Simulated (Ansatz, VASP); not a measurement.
## Fe in VASP and in Ansatz

File INCAR:

```
SYSTEM = Fe
PREC = Accurate
ENCUT = 520
EDIFF = 1E-7
ISMEAR = -1
SIGMA = 0.1
LREAL = .FALSE.
LASPH = .TRUE.
NELM = 100
ALGO = Normal
ISIF = 2
LWAVE = .FALSE.
LCHARG = .FALSE.
GGA = PS
NBANDS = 19
```

Contents of KPOINTS:

```
regular mesh
0
G
  11 11 15
  0 0 0
```

POSCAR

```
Fe
1.0
    3.9084872730      0.0000000000      0.0000000000
   -1.9542436365      3.3848492687      0.0000000000
    0.0000000000      0.0000000000      2.4551823457
Fe
3
Direct
    1.0000000000      1.0000000000      0.0000000000
    0.3333333333      0.6666666667      0.5000000000
    0.6666666667      0.3333333333      0.5000000000
```

Input for Ansatz:

```yaml
crystal:
  lattice:
    - [3.908487273, 0.0, 0.0]
    - [-1.9542436365, 3.3848492687, 0.0]
    - [0.0, 0.0, 2.4551823457]
  atoms:
    - { symbol: Fe, position: [1.0, 1.0, 0.0] }
    - { symbol: Fe, position: [0.3333333333, 0.6666666667, 0.5] }
    - { symbol: Fe, position: [0.6666666667, 0.3333333333, 0.5] }
hamiltonian:
  xc: pbesol
  pseudopotentials:
    kind: paw
    azcp:
      Fe: "pseudopotentials/Fe.paw.azcp"
basis:
  ecutwfc: 420
  fft_grid_basis: typed
kpoints:
  mp_grid: { grid: [11, 11, 15], shift: [0, 0, 0] }
magnetization:
  spin_polarized: false
scf:
  occupations: { method: fermi_dirac, width: 0.1 }
  lower_state_search: "off"
output:
  stress: true
  write_density: true
  write_potential: true
  elf: true
  volumetric_format: npy
```

Alike in both runs: task single point; functional PBEsol; k mesh 11 × 11 × 15; occupations fermi-dirac, width 0.1 eV; no spin polarisation.

|  | VASP | Ansatz |
| --- | --- | --- |
| version | VASP 6.6.1 | Ansatz 0.2.0 |
| potentials or method | VASP PAW PBE potentials, release 64 (Fe), cutoff 520 eV | plane waves (420 eV) with PAW, scalar-relativistic |
| valence electrons in the cell | 24 | 48 |

VASP gave:

* pressure (GPa): -20.1
* traceless stress, the component that is largest in VASP (GPa): 1.04

What did Ansatz give for the same quantities?

Pressure (GPa): -19.8; traceless stress, the component that is largest in VASP (GPa): 0.99.

VASP's potentials were made for PBE, not for PBEsol, and Ansatz warns of the same on its side. VASP's potentials hold 24 valence electrons a cell and Ansatz's 48, so a difference there can come from the potentials and not from the codes.
